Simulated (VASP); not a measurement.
Input of a VASP 6.6.1 run:

The input INCAR:

```
SYSTEM = Be
PREC = Accurate
ENCUT = 520
EDIFF = 1E-7
ISMEAR = 0
SIGMA = 0.15
LREAL = .FALSE.
LASPH = .TRUE.
NELM = 80
ALGO = Normal
ISIF = 2
LWAVE = .FALSE.
LCHARG = .FALSE.
GGA = PS
NBANDS = 7
```

File KPOINTS:

```
Automatic mesh
0
G
  26 26 26
  0 0 0
```

Contents of POSCAR:

```
Be
1.0
   -1.2484217477      1.2484217477      1.2531209513
    1.2484217477     -1.2484217477      1.2531209513
    1.2578201549      1.2578201549     -1.2531209513
Be
1
Direct
    0.0000000000      0.0000000000      0.0000000000
```

Potentials or basis: VASP PAW PBE potentials, release 64 (Be).

Run with:

```bash
$ cat potpaw_PBE.64/Be/POTCAR > POTCAR
$ mpirun -np 1 vasp_std > vasp.out
```

Problem. Estimate the pressure.

Solution. -1.6 GPa.

Problem. What does it give for the band gap on the k mesh?

Solution. Zero (band 1 reaches 11.81 eV, above the bottom of band 2 at 6.56 eV).

Stress tensor (GPa, compression positive):
```
-1.61 -1.61  0.00
-1.61 -1.61  0.00
 0.00  0.00 -1.61
```

Caveat: the cell differs from its parent crystal (strain +0.0075 x Voigt [0, 0, 0, 0, 0, 1]); the PAW data sets were made with another functional, which shifts forces and pressure a little.
